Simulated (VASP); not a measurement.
Input of a VASP 6.6.1 run:

The input INCAR:

```
SYSTEM = Hf3N4
  ALGO = Normal
  EDIFF = 1E-7
  EDIFFG = -0.02
  ENCUT = 520
  GGA = PE
  GGA_COMPAT = .FALSE.
  IBRION = 2
  ISIF = 2
  ISMEAR = -1
  KPAR = 4
  LASPH = .TRUE.
  LCHARG = .FALSE.
  LREAL = .FALSE.
  LWAVE = .FALSE.
  NELM = 120
  NELMIN = 4
  NSW = 80
  PREC = Accurate
  SIGMA = 0.02
```

Contents of KPOINTS:

```
k-points
0
G
  6 6 6
  0 0 0
```

The input POSCAR:

```
Hf3N4
1.0
   -3.3052174220      3.3052174220      3.3052174220
    3.3052174220     -3.3052174220      3.3052174220
    3.3052174220      3.3052174220     -3.3052174220
Hf N
6 8
Direct
    0.2500000000      0.6250000000      0.3750000000
    0.3750000000      0.2500000000      0.6250000000
    0.7500000000      0.8750000000      0.1250000000
    0.1250000000      0.7500000000      0.8750000000
    0.6250000000      0.3750000000      0.2500000000
    0.8750000000      0.1250000000      0.7500000000
    0.1355620488      0.1355620488      0.1355620488
    0.8644379512      0.5000000000      0.0000000000
    0.5000000000      0.0000000000      0.3644379512
    0.0000000000      0.8644379512      0.5000000000
    0.3644379512      0.5000000000      0.0000000000
    0.6355620488      0.6355620488      0.6355620488
    0.0000000000      0.3644379512      0.5000000000
    0.5000000000      0.0000000000      0.8644379512
```

Potentials or basis: VASP PAW PBE potentials, release 64 (Hf_pv, N).

Run with:

```bash
$ cat potpaw_PBE.64/Hf_pv/POTCAR potpaw_PBE.64/N/POTCAR > POTCAR
$ mpirun -np 4 vasp_std > vasp.out
```

(1) Predict the band gap on the k mesh.

(2) Predict the energy gained by relaxing.

Results:

(1) 1.12 eV.

(2) 2.0 meV/atom.

Caveat: spin-orbit coupling is left out, which moves the levels of the heavy elements.
